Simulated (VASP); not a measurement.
# BaH2 (P6_3/mmc) in VASP: a series of runs

BaH2 is run at these levels: r2SCAN; tasks: relaxation of shape and atoms at fixed volume.

All numbers are computed with VASP 6.6.1; they aren't measurements. Logs are shortened: lines on timing, memory, paths and dates and some standing lists are left out, and cuts for length are marked.

**1. The cell of the first run**

It takes space group P6_3/mmc (No. 194, hexagonal). Conventional cell: a = 4.296 Å, b = 4.296 Å, c = 5.635 Å, α = 90.00°, β = 90.00°, γ = 120.00°. Ba (site symmetry -6m2) has 11 H at 2.48 to 2.85 Å within 3.3 Å. H (site symmetry -6m2) has 5 Ba at 2.48 to 2.82 Å and 6 H at 2.85 Å within 3.3 Å. Within 3.7 Å of H (site symmetry -3m) lie 8 H at 2.82 to 2.85 Å and 6 Ba at 2.85 Å.

**2. Relaxation of shape and atoms at fixed volume, r2SCAN (volume scaled by 0.88)**

POSCAR reads:

```
BaH2
1.0
    4.2963767173      0.0000000000      0.0000000000
   -2.1481883587      3.7207713814      0.0000000000
    0.0000000000      0.0000000000      5.6352737993
Ba H
2 4
Direct
    0.6666666667      0.3333333333      0.7500000000
    0.3333333333      0.6666666667      0.2500000000
    0.3333333333      0.6666666667      0.7500000000
    0.6666666667      0.3333333333      0.2500000000
    0.0000000000      0.0000000000      0.5000000000
    0.0000000000      0.0000000000      0.0000000000
```

INCAR.step1 reads:

```
PREC = Accurate ; ENCUT = 600
ISMEAR = 0 ; SIGMA = 0.02
LREAL = False ; LASPH = True
NELM = 80 ; GGA = PE
ALGO = Normal ; EDIFF = 1E-4
LWAVE = True ; LCHARG = False
```

INCAR.step2 reads:

```
PREC = Accurate ; ENCUT = 600
EDIFF = 1E-6 ; ISMEAR = 0
SIGMA = 0.02 ; LREAL = False
LASPH = True ; NELM = 80
ALGO = Normal ; ISIF = 4
LWAVE = False ; LCHARG = False
METAGGA = R2SCAN ; LMIXTAU = True
IBRION = 2 ; NSW = 50
EDIFFG = -0.01 ; ISTART = 1
```

KPOINTS reads:

```
regular mesh
0
Gamma
  6 6 6
```

Potentials or basis: VASP PAW PBE potentials, release 64 (Ba_sv, H).

Launch:

```bash
$ cat potpaw_PBE.64/Ba_sv/POTCAR potpaw_PBE.64/H/POTCAR > POTCAR
$ cp INCAR.step1 INCAR
$ mpirun -np 1 vasp_std > vasp.out
$ cp INCAR.step2 INCAR
$ mpirun -np 1 vasp_std > vasp.out
```

OUTCAR:

```text
PREC = Accurate
   ENCUT = 600
   EDIFF = 1E-6
   ISMEAR = 0
   LREAL = False
   LASPH = True
   NELM = 80
   ISIF = 4
   METAGGA = R2SCAN
   IBRION = 2
   NSW = 50
   EDIFFG = -0.01
   ISTART = 1

 ion  position               nearest neighbor table
   1  0.667  0.333  0.750-   3 2.48   3 2.48   3 2.48   4 2.82   4 2.82   2 3.75   2 3.75   2 3.75
                             2 3.75   2 3.75   2 3.75
   2  0.333  0.667  0.250-   4 2.48   4 2.48   4 2.48   3 2.82   3 2.82   1 3.75   1 3.75   1 3.75
                             1 3.75   1 3.75   1 3.75
   3  0.333  0.667  0.750-   1 2.48   1 2.48   1 2.48   2 2.82   2 2.82
   4  0.667  0.333  0.250-   2 2.48   2 2.48   2 2.48   1 2.82   1 2.82
   5  0.000  0.000  0.500-
   6  0.000  0.000  0.000-

  LATTYP: Found a hexagonal cell.
 ALAT       =     4.2963767173
 C/A-ratio  =     1.3116340047

  Lattice vectors:

 A1 = (   4.2963767173,   0.0000000000,   0.0000000000)
 A2 = (  -2.1481883587,   3.7207713814,   0.0000000000)
 A3 = (   0.0000000000,   0.0000000000,   5.6352737993)

Analysis of symmetry for initial positions (statically):
=====================================================================
 Subroutine PRICEL returns:
 Original cell was already a primitive cell.

 Routine SETGRP: Setting up the symmetry group for a
 hexagonal supercell.

 Subroutine GETGRP returns: Found 24 space group operations
 (whereof 12 operations were pure point group operations)
 out of a pool of 24 trial point group operations.

The static configuration has the point symmetry D_3d.
 The point group associated with its full space group is D_6h.

Analysis of symmetry for dynamics (positions and initial velocities):
=====================================================================
 Subroutine PRICEL returns:
 Original cell was already a primitive cell.

 Routine SETGRP: Setting up the symmetry group for a
 hexagonal supercell.

 Subroutine GETGRP returns: Found 24 space group operations
 (whereof 12 operations were pure point group operations)
 out of a pool of 24 trial point group operations.

The dynamic configuration has the point symmetry D_3d.
 The point group associated with its full space group is D_6h.

 Subroutine INISYM returns: Found 24 space group operations
 (whereof 12 operations are pure point group operations),
 and found     1 'primitive' translations

----------------------------------------------------------------------------------------

                                     Primitive cell

  volume of cell :      90.0846

  direct lattice vectors                    reciprocal lattice vectors
     4.296376717  0.000000000  0.000000000     0.232754264  0.134380737  0.000000000
    -2.148188359  3.720771381  0.000000000     0.000000000  0.268761474  0.000000000
     0.000000000  0.000000000  5.635273799     0.000000000  0.000000000  0.177453667

  length of vectors
     4.296376717  4.296376717  5.635273799     0.268761474  0.268761474  0.177453667

  position of ions in fractional coordinates (direct lattice)
     0.666666667  0.333333333  0.750000000
     0.333333333  0.666666667  0.250000000
     0.333333333  0.666666667  0.750000000
     0.666666667  0.333333333  0.250000000
     0.000000000  0.000000000  0.500000000
     0.000000000  0.000000000  0.000000000

  ion indices of the primitive-cell ions
   primitive index   ion index
                 1           1
                 2           2
                 3           3
                 4           4
                 5           5
                 6           6

----------------------------------------------------------------------------------------

 KPOINTS: regular mesh

Automatic generation of k-mesh.
 Grid dimensions read from file:
 generate k-points for:    6    6    6

 Generating k-lattice:

  Cartesian coordinates                     Fractional coordinates (reciprocal lattice)
     0.038792377  0.022396789  0.000000000     0.166666667  0.000000000  0.000000000
     0.000000000  0.044793579  0.000000000     0.000000000  0.166666667  0.000000000
     0.000000000  0.000000000  0.029575611     0.000000000  0.000000000  0.166666667

  Length of vectors
     0.044793579  0.044793579  0.029575611

  Shift w.r.t. Gamma in fractional coordinates (k-lattice)
     0.000000000  0.000000000  0.000000000

 Subroutine IBZKPT returns following result:
 ===========================================

 Found     28 irreducible k-points:

 Following reciprocal coordinates:
            Coordinates               Weight
  0.000000  0.000000  0.000000      1.000000
  0.166667  0.000000  0.000000      6.000000
  0.333333 -0.000000  0.000000      6.000000
  0.500000  0.000000  0.000000      3.000000
  0.166667  0.166667  0.000000      6.000000
  0.333333  0.166667  0.000000     12.000000
[... 16 lines left out ...]
  0.166667  0.000000  0.500000      6.000000
  0.333333 -0.000000  0.500000      6.000000
 [... further k-points ...]
   k-points           NKPTS =     28   k-points in BZ     NKDIM =     28   number of bands    NBANDS=     16
   number of dos      NEDOS =    301   number of ions     NIONS =      6
   total plane-waves  NPLWV =  62208
   dimension x,y,z NGX =    36 NGY =   36 NGZ =   48
   dimension x,y,z NGXF=    72 NGYF=   72 NGZF=   96
   ions per type =               2   4
   NGX,Y,Z   is equivalent  to a cutoff of  13.93, 13.93, 14.16 a.u.
   NGXF,Y,Z  is equivalent  to a cutoff of  27.86, 27.86, 28.32 a.u.
 SYSTEM =  unknown system
   PREC   = accura    normal or accurate (medium, high low for compatibility)
   ISTART =      1    job   : 0-new  1-cont  2-samecut
   ICHARG =      0    charge: 1-file 2-atom 10-const
   ISPIN  =      1    spin polarized calculation?
   LNONCOLLINEAR =      F non collinear calculations
   LSORBIT =      F    spin-orbit coupling
   LASPH  =      T    aspherical Exc in radial PAW
   ENCUT  =  600.0 eV  44.10 Ry    6.64 a.u.   8.58  8.58 11.26*2*pi/ulx,y,z
   NELM   =     80;   NELMIN=  2; NELMDL=  0     # of ELM steps
   EDIFF  = 0.1E-05   stopping-criterion for ELM
   LREAL  =      F    real-space projection
   EDIFFG = -.1E-01   stopping-criterion for IOM
   NSW    =     50    number of steps for IOM
   IBRION =      2    ionic relax: 0-MD 1-quasi-New 2-CG
   NFREE  =      1    steps in history (QN), initial steepest desc. (CG)
   ISIF   =      4    stress and relaxation
   ISYM   =      2    0-nonsym 1-usesym 2-fastsym
   POTIM  = 0.5000    time-step for ionic-motion
   TEBEG  =    0.0;   TEEND  =   0.0 temperature during run
   PSTRESS=    0.0 pullay stress
   NELECT =      24.0000    total number of electrons
   NUPDOWN=      -1.0000    fix difference up-down
   EMIN   =  10.00;   EMAX   =-10.00  energy-range for DOS
   EFERMI =   0.00;   METHOD = LEGACY
   ISMEAR =     0;   SIGMA  =   0.02  broadening in eV -4-tet -1-fermi 0-gaus
   EFERMI_NEDOS =   21; number of points for ismear=-14 and -15
   IALGO  =     38    algorithm
   IMIX   =      4    mixing-type and parameters
     AMIX     =   0.40;   BMIX     =  1.00
     AMIX_MAG =   1.60;   BMIX_MAG =  1.00
  volume/ion in A,a.u.               =      15.01       101.32
  Fermi-wavevector in a.u.,A,eV,Ry     =   1.053404  1.990646 15.097852  1.109661
  Thomas-Fermi vector in A             =   2.188525
   LORBIT       =      0    0 simple, 1 ext, 2 COOP (PROOUT), +10 PAW based schemes
   METAGGA = R2SCAN    functional components
   LHFCALC =     F    Hartree Fock is set to
   AEXX    =    0.0000 exact exchange contribution
   IVDW    =     0    specifies the selected vdW correction
   LEPSILON=     F    determine dielectric tensor
   LRPA    =     F    only Hartree local field effects (RPA)
 conjugate gradient relaxation of ions
 non-spin polarized calculation
 Gauss-broadening in eV      SIGMA  =   0.02
  energy-cutoff  :      600.00
  volume of cell :       90.08
 maximum number of plane-waves:      3022
 NGX is ok and might be reduce to    36
   NGX = 17   NGY = 17   NGZ = 23

--------------------------------------- Ionic step        1  -------------------------------------------

 number of electron      24.0000001 magnetization

 Free energy of the ion-electron system (eV)
  ---------------------------------------------------
  ext. energy  EPLUGINS =         0.00000000
  ---------------------------------------------------
  free energy    TOTEN  =       -69.98210229 eV

  energy without entropy =      -69.98210229  energy(sigma->0) =      -69.98210229

------------------------ aborting loop because EDIFF is reached ----------------------------------------

  FORCE on cell =-STRESS in cart. coord.  units (eV):
  Direction    XX          YY          ZZ          XY          YZ          ZX
  --------------------------------------------------------------------------------------
  -------------------------------------------------------------------------------------
  Total        3.7550256      3.7550256      3.3600285     -0.0000000     -0.0000000     -0.0000000
  in kB       66.7841070     66.7841070     59.7589799     -0.0000000     -0.0000000     -0.0000000
  external PRESSURE =      64.4423980 kB  Pullay stress =       0.0000000 kB
[... 145 lines left out ...]
  energy  without entropy=      -69.9831625006  energy(sigma->0) =      -69.98316250

--------------------------------------- Ionic step        5  -------------------------------------------

 number of electron      24.0000001 magnetization

 Free energy of the ion-electron system (eV)
  ---------------------------------------------------
  ext. energy  EPLUGINS =         0.00000000
  ---------------------------------------------------
  free energy    TOTEN  =       -69.98325538 eV

  energy without entropy =      -69.98325538  energy(sigma->0) =      -69.98325538

 E-fermi :   1.5769     XC(G=0):  -9.6686

 val. band max:        1.4155774793   @ k =   0.0000   0.0000   0.1667
 cond. band min:       3.8010641770   @ k =   0.3333   0.3333   0.5000
 fundamental gap:      2.3854866977
 Fermi energy:         1.5769213392

 k-point     1 :       0.0000    0.0000    0.0000
  band No.  band energies     occupation
      1     -26.1468      2.00000
      2     -25.7947      2.00000
      3     -11.8488      2.00000
      4     -10.7175      2.00000
      5     -10.7175      2.00000
      6     -10.3007      2.00000
[... 8 lines left out ...]
     15       5.9346      0.00000
     16       5.9346      0.00000
[... 420 lines left out ...]
  band No.  band energies     occupation
      1     -25.9306      2.00000
      2     -25.9306      2.00000
      3     -11.6380      2.00000
      4     -11.6380      2.00000
      5     -10.6150      2.00000
      6     -10.6150      2.00000
[... 8 lines left out ...]
     15       5.8054      0.00000
     16       5.8054      0.00000

 [... further k-points ...]

------------------------ aborting loop because EDIFF is reached ----------------------------------------

  FORCE on cell =-STRESS in cart. coord.  units (eV):
  Direction    XX          YY          ZZ          XY          YZ          ZX
  --------------------------------------------------------------------------------------
  -------------------------------------------------------------------------------------
  Total        3.5406148      3.5406148      3.5414829     -0.0000000      0.0000000     -0.0000000
  in kB       62.9707557     62.9707557     62.9861939     -0.0000000      0.0000000     -0.0000000
  external PRESSURE =      62.9759017 kB  Pullay stress =       0.0000000 kB
[... 21 lines left out ...]
  FREE ENERGIE OF THE ION-ELECTRON SYSTEM (eV)
  ---------------------------------------------------
  free  energy   TOTEN  =       -69.9832553806 eV

  energy  without entropy=      -69.9832553806  energy(sigma->0) =      -69.98325538

 reached required accuracy - stopping structural energy minimisation
```

It took 16 min on 1 thread of Oxide Virtual Turin-like, shared host; peak memory 0.24 GiB.

Results:

* Free energy: -69.9833 eV
* Energy gained by relaxing: 0.2 meV/atom
* Ionic steps: 5
* Pressure after relaxing: 6.3 GPa
* Band gap on the k mesh: 2.39 eV, indirect (least direct gap 3.06 eV)

The path:
| step | energy change (eV) | largest force (eV/Å) | pressure (GPa) | volume (Å³) |
| --- | --- | --- | --- | --- |
| 1 | 0.0000 | 0.0000 | 6.44 | 90.08 |
| 2 | -0.0007 | 0.0000 | 6.37 | 90.08 |
| 3 | -0.0010 | 0.0000 | 6.34 | 90.08 |
| 4 | -0.0011 | 0.0000 | 6.27 | 90.08 |
| 5 | -0.0012 | 0.0000 | 6.30 | 90.08 |

Final structure:
```xyz
6
Lattice="4.3085 0.0000 0.0000 -2.1543 3.7313 0.0000 0.0000 0.0000 5.6035" Properties=species:S:1:pos:R:3 pbc="T T T"
Ba    2.1543    1.2438    4.2026
Ba    0.0000    2.4875    1.4009
H     0.0000    2.4875    4.2026
H     2.1543    1.2438    1.4009
H     0.0000    0.0000    2.8017
H     0.0000    0.0000    0.0000
```

Caveat: the cell differs from its parent crystal (volume scaled by 0.88); the PAW data sets were made with another functional, which shifts forces and pressure a little; spin-orbit coupling is left out, which moves the levels of the heavy elements.

**3. Relaxation of shape and atoms at fixed volume, r2SCAN (volume scaled by 0.91)**

POSCAR: that of step 2 with these lines changed.

```diff
@@ -2,5 +2,5 @@
 1.0
-    4.2963767173      0.0000000000      0.0000000000
-   -2.1481883587      3.7207713814      0.0000000000
-    0.0000000000      0.0000000000      5.6352737993
+    4.3343439672      0.0000000000      0.0000000000
+   -2.1671719836      3.7536519843      0.0000000000
+    0.0000000000      0.0000000000      5.7257410668
 Ba H
```

INCAR.step1 reads:

```
PREC = Accurate
ENCUT = 600
ISMEAR = 0
SIGMA = 0.02
LREAL = False
LASPH = True
NELM = 80
GGA = PE
ALGO = Normal
EDIFF = 1E-4
LWAVE = True
LCHARG = False
```

INCAR.step2 reads:

```
PREC = Accurate
ENCUT = 600
EDIFF = 1E-6
ISMEAR = 0
SIGMA = 0.02
LREAL = False
LASPH = True
NELM = 80
ALGO = Normal
ISIF = 4
LWAVE = False
LCHARG = False
METAGGA = R2SCAN
LMIXTAU = True
IBRION = 2
NSW = 50
EDIFFG = -0.01
ISTART = 1
```

KPOINTS reads:

```
Automatic mesh
0
Gamma
  6 6 6
```

Potentials or basis: VASP PAW PBE potentials, release 64 (Ba_sv, H).

Launch:

```bash
$ cat potpaw_PBE.64/Ba_sv/POTCAR potpaw_PBE.64/H/POTCAR > POTCAR
$ cp INCAR.step1 INCAR
$ mpirun -np 1 vasp_std > vasp.out
$ cp INCAR.step2 INCAR
$ mpirun -np 1 vasp_std > vasp.out
```

Wall time 8.1 min (1 thread of Oxide Virtual Turin-like, shared host); peak memory 0.24 GiB.

The run converged. Its results:

| Item | Value |
| --- | --- |
| Free energy | -70.0872 eV |
| Energy gained by relaxing | 0.1 meV/atom |
| Ionic steps | 3 |
| Pressure after relaxing | 4.5 GPa |
| Band gap on the k mesh | 2.33 eV, indirect (least direct gap 3.09 eV) |

Step by step:
```
step  energy change (eV)  largest force (eV/Å)  pressure (GPa)  volume (Å³)
   1              0.0000                0.0000            4.62        93.16
   2             -0.0005                0.0000            4.59        93.16
   3             -0.0008                0.0000            4.53        93.16
```

Final structure:
```
CELL_PARAMETERS angstrom
4.34544 0.00000 0.00000
-2.17272 3.76326 0.00000
0.00000 0.00000 5.69653
ATOMIC_POSITIONS crystal
Ba 0.66667 0.33333 0.75000
Ba 0.33333 0.66667 0.25000
H 0.33333 0.66667 0.75000
H 0.66667 0.33333 0.25000
H 0.00000 0.00000 0.50000
H 0.00000 0.00000 0.00000
```

Levels at points of the mesh, in eV from the valence-band top:
| k point | band 9 | band 10 | band 11 | band 12 | band 13 | band 14 | band 15 | band 16 |
| --- | --- | --- | --- | --- | --- | --- | --- | --- |
| (0.00, 0.00, 0.00) | -4.37 | -3.21 | -0.16 | -0.01 | 3.37 | 3.37 | 4.48 | 4.48 |
| (0.50, 0.00, 0.00) | -2.81 | -2.17 | -1.50 | -1.48 | 3.12 | 4.86 | 5.14 | 6.29 |
| (0.00, 0.00, 0.50) | -3.16 | -3.16 | -0.39 | -0.39 | 3.15 | 3.15 | 3.15 | 3.15 |
| (0.50, 0.00, 0.50) | -2.36 | -2.36 | -1.11 | -1.11 | 3.21 | 3.21 | 4.76 | 4.76 |

Caveat: the cell differs from its parent crystal (volume scaled by 0.91); the PAW data sets were made with another functional, which shifts forces and pressure a little; spin-orbit coupling is left out, which moves the levels of the heavy elements. A k mesh can miss the band edges.

**4. Relaxation of shape and atoms at fixed volume, r2SCAN (volume scaled by 0.94)**

POSCAR: that of step 3 with these lines changed.

```diff
@@ -2,5 +2,5 @@
 1.0
-    4.3343439672      0.0000000000      0.0000000000
-   -2.1671719836      3.7536519843      0.0000000000
-    0.0000000000      0.0000000000      5.7257410668
+    4.3659301209      0.0000000000      0.0000000000
+   -2.1829650604      3.7810063958      0.0000000000
+    0.0000000000      0.0000000000      5.8292321499
 Ba H
```

INCAR.step1 reads:

```
PREC = Accurate ; ENCUT = 600
ISMEAR = 0 ; SIGMA = 0.02
LREAL = F ; LASPH = T
NELM = 80 ; GGA = PE
ALGO = Normal ; EDIFF = 1E-4
LWAVE = T ; LCHARG = F
```

INCAR.step2 reads:

```
PREC = Accurate ; ENCUT = 600
EDIFF = 1E-6 ; ISMEAR = 0
SIGMA = 0.02 ; LREAL = F
LASPH = T ; NELM = 80
ALGO = Normal ; ISIF = 4
LWAVE = F ; LCHARG = F
METAGGA = R2SCAN ; LMIXTAU = T
IBRION = 2 ; NSW = 50
EDIFFG = -0.01 ; ISTART = 1
```

KPOINTS is that of step 3.

Launch:

```bash
$ cat potpaw_PBE.64/Ba_sv/POTCAR potpaw_PBE.64/H/POTCAR > POTCAR
$ cp INCAR.step1 INCAR
$ mpirun -np 1 vasp_std > vasp.out
$ cp INCAR.step2 INCAR
$ mpirun -np 1 vasp_std > vasp.out
```

Wall time 7.9 min (1 thread of Oxide Virtual Turin-like, shared host); peak memory 0.26 GiB.

It converged, with:

- Free energy: -70.1598 eV
- Energy gained by relaxing: 0.2 meV/atom
- Ionic steps: 3
- Pressure after relaxing: 3.0 GPa
- Band gap on the k mesh: 2.27 eV, indirect (least direct gap 3.13 eV)

The path:
```csv
step,energy change (eV),largest force (eV/Å),pressure (GPa),volume (Å³)
1,0.0000,0.0000,3.14,96.23
2,-0.0006,0.0000,3.10,96.23
3,-0.0012,0.0000,3.01,96.23
```

Final structure:
```cif
data_structure
_symmetry_space_group_name_H-M 'P 1'
_symmetry_Int_Tables_number 1
_cell_length_a 4.3801
_cell_length_b 4.3801
_cell_length_c 5.7916
_cell_angle_alpha 90.000
_cell_angle_beta 90.000
_cell_angle_gamma 120.000
_cell_volume 96.23
loop_
_atom_site_label
_atom_site_type_symbol
_atom_site_fract_x
_atom_site_fract_y
_atom_site_fract_z
_atom_site_occupancy
Ba1 Ba 0.66667 0.33333 0.75000 1
Ba2 Ba 0.33333 0.66667 0.25000 1
H1 H 0.33333 0.66667 0.75000 1
H2 H 0.66667 0.33333 0.25000 1
H3 H 0.00000 0.00000 0.50000 1
H4 H 0.00000 0.00000 0.00000 1
```

Levels at points of the mesh, in eV from the valence-band top:
```csv
k point,band 8,band 9,band 10,band 11,band 12,band 13,band 14,band 15,band 16
"(0.00, 0.00, 0.00)",-11.86,-4.33,-3.13,-0.25,0.00,3.37,3.37,4.46,4.46
"(0.50, 0.00, 0.00)",-11.93,-2.72,-2.18,-1.53,-1.50,3.12,4.77,4.94,6.12
"(0.00, 0.00, 0.50)",-12.10,-3.18,-3.18,-0.40,-0.40,3.16,3.16,3.16,3.16
"(0.50, 0.00, 0.50)",-12.05,-2.32,-2.32,-1.19,-1.19,3.13,3.13,4.69,4.69
```

Caveat: the cell differs from its parent crystal (volume scaled by 0.94); the PAW data sets were made with another functional, which shifts forces and pressure a little; spin-orbit coupling is left out, which moves the levels of the heavy elements. A k mesh can miss the band edges.

**5. Overview**

```tsv
cell	gap on the mesh (eV)	pressure (GPa)
relaxed from a = 4.296, b = 4.296, c = 5.635 Å, angles 90.0, 90.0, 120.0°, 6 atoms	2.39	6.3
relaxed from a = 4.334, b = 4.334, c = 5.726 Å, angles 90.0, 90.0, 120.0°, 6 atoms	2.33	4.5
relaxed from a = 4.366, b = 4.366, c = 5.829 Å, angles 90.0, 90.0, 120.0°, 6 atoms	2.27	3.0
```

Alike in all rows: task relaxation of shape and atoms at fixed volume; level r2SCAN; potentials or basis VASP PAW PBE potentials, release 64 (Ba_sv, H); no spin polarisation; k mesh 6 × 6 × 6; cutoff (eV) 600; smearing gaussian 0.02 eV.

Caveats: the PAW data sets were made with another functional, which shifts forces and pressure a little; spin-orbit coupling is left out, which moves the levels of the heavy elements.

Total energies depend on the potentials used, so only differences within one code and one set of settings carry meaning.
